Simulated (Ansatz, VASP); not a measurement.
**One calculation of ZnF2, two programs**

```xyz
6
Lattice="4.7034 0.0000 0.0000 0.0000 4.7034 0.0000 0.0000 0.0000 3.1268" Properties=species:S:1:pos:R:3 pbc="T T T"
Zn    0.0000    0.0000    0.0000
Zn    2.3517    2.3517    1.5634
F     1.4260    1.4260    0.0000
F     0.9257    3.7777    1.5634
F     3.2773    3.2773    0.0000
F     3.7777    0.9257    1.5634
```

Alike in both runs: task single point; functional PBE; k mesh 6 × 6 × 8; no spin polarisation.

|  | VASP | Ansatz |
| --- | --- | --- |
| version | VASP 6.6.1 | Ansatz 0.2.0 |
| potentials or method | VASP PAW PBE potentials, release 64 (Zn, F) | plane waves, PAW |
| plane-wave cutoff (eV) | 600 | 420 |
| occupations | gaussian, width 0.01 eV | fixed |
| valence electrons in the cell | 52 | 52 |

|  | VASP | Ansatz | Ansatz less VASP |
| --- | --- | --- | --- |
| gap on the k mesh at the Fermi level (eV) | 3.51 | 3.58 | +0.077 |
| pressure (GPa) | 7.0 | 6.4 | -0.64 |
| traceless stress, the component that is largest in VASP (GPa) | 0.78 | 0.59 | -0.191 |
| rms of the force components (eV/Å) | 0.020 | 0.015 | -0.0050 |

Atom by atom the forces differ by 0.005 eV/Å (rms over components).
